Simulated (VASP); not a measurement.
Ti6Si: single point with PBE

Ti6Si, a slab with vacuum:

```
Ti Si
1.0
     2.93816    0.00000    0.00000
     0.00000    4.65047    0.00000
     0.00000    0.00000   21.28422
Ti Si
6 1
Direct
  0.00000 0.75000 0.18793
  0.50000 0.25000 0.22778
  0.50000 0.75000 0.30748
  0.00000 0.25000 0.34613
  0.00000 0.75000 0.42207
  0.50000 0.25000 0.45969
  0.50000 0.75000 0.52345
```

```
Program             : VASP 6.6.1
Task                : single point
Functional          : PBE
Potentials or basis : VASP PAW PBE potentials, release 64 (Ti_sv, Si)
Cutoff              : 520 eV
k mesh              : 9 × 6 × 1
Occupations         : gaussian, width 0.1 eV
Spin                : no spin polarisation
```

The largest force is 0.614 eV/Å and the band gap on the k mesh is zero (bands 38 and 39 overlap by 0.58 eV).

Forces in eV/Å, atoms in the order of the input:
```
Ti   0.000  0.000  0.342
Ti   0.000  0.000  0.065
Ti   0.000  0.000 -0.540
Ti   0.000  0.000 -0.331
Ti   0.000  0.000 -0.150
Ti   0.000  0.000  0.614
Si   0.000  0.000 -0.001
```

Levels at points of the mesh, in eV from the Fermi level:
| k point | band 35 | band 36 | band 37 | band 38 | band 39 | band 40 | band 41 | band 42 |
| --- | --- | --- | --- | --- | --- | --- | --- | --- |
| (0.00, 0.00, 0.00) | -0.58 | -0.35 | 0.07 | 0.40 | 0.47 | 0.66 | 0.68 | 0.80 |
| (0.00, 0.50, 0.00) | -0.67 | -0.65 | 0.06 | 0.06 | 0.12 | 0.16 | 0.40 | 0.64 |

Run time: 5.5 min on 1 thread of Intel(R) Xeon(R) 6975P-C (Granite Rapids), with other jobs on the host, peak memory 0.45 GiB.
